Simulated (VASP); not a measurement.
Set up this calculation in VASP 6.6.1, as the native input.

- Task: single point
- Functional: PBE
- Potentials or basis: VASP PAW PBE potentials, release 64 (As, B)
- Cutoff: 520 eV
- k mesh: 10 × 10 × 10
- Occupations: gaussian, width 0.03 eV
- Spin: no spin polarisation
- Dipole correction: no
- Further INCAR settings: ALGO = Normal; EDIFF = 1e-06; NBANDS = 11

The structure of BAs lies in POSCAR:

```
BAs
1.0
    0.0000000000      2.3885000000      2.3885000000
    2.3885000000      0.0000000000      2.3885000000
    2.3885000000      2.3885000000      0.0000000000
As B
1 1
Direct
    0.7500000000      0.7500000000      0.7500000000
    0.0000000000      0.0000000000      0.0000000000
```

One way to write it, as run:

INCAR

```
SYSTEM = BAs
PREC = Accurate
ENCUT = 520
EDIFF = 1E-6
ISMEAR = 0
SIGMA = 0.03
LREAL = .FALSE.
LASPH = .TRUE.
NELM = 100
ALGO = Normal
ISIF = 2
LWAVE = .FALSE.
LCHARG = .FALSE.
GGA = PE
NBANDS = 11
```

KPOINTS

```
regular mesh
0
G
  10 10 10
  0 0 0
```

Potentials or basis: VASP PAW PBE potentials, release 64 (As, B).

Launch:

```bash
$ cat potpaw_PBE.64/As/POTCAR potpaw_PBE.64/B/POTCAR > POTCAR
$ mpirun -np 1 vasp_std > vasp.out
```

Results of the run:

| Item | Value |
| --- | --- |
| Pressure | 3.4 GPa |
| Band gap on the k mesh | 1.18 eV, indirect (least direct gap 3.28 eV) |

It took 18 s on 1 thread of Intel(R) Xeon(R) Platinum 8488C (Sapphire Rapids), with other jobs on the host, peak memory 0.16 GiB.
